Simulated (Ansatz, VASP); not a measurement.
**One calculation of BiTe, two programs**

```
CELL_PARAMETERS angstrom
0.00000 3.27757 3.27757
3.27757 0.00000 3.27757
3.27757 3.27757 0.00000
ATOMIC_POSITIONS crystal
Bi 0.00000 0.00000 0.00000
Te 0.50000 0.50000 0.50000
```

Change from the starting cell: volume scaled by 1.04, PAW files.

Alike in both runs: task electric field gradients; functional LDA; k mesh 10 × 10 × 10; occupations fermi-dirac, width 0.08 eV; no spin polarisation.

```csv
,VASP,Ansatz
version,VASP 6.6.1,Ansatz 0.2.0
potentials or method,"VASP PAW LDA potentials, release 64 (Bi_d, Te)","PAW with Ansatz's default frozen-core files, scalar-relativistic"
plane-wave cutoff (eV),520,420
valence electrons in the cell,21,31
```

|  | VASP | Ansatz | Ansatz less VASP |
| --- | --- | --- | --- |
| pressure (GPa) | -4.3 | -4.4 | -0.05 |

LDA's correlation is that of Perdew and Zunger in VASP and of Perdew and Wang (1992) in Ansatz. VASP's potentials hold 21 valence electrons a cell and Ansatz's 31, so a difference there can come from the potentials and not from the codes.

Spin-orbit coupling is off throughout.
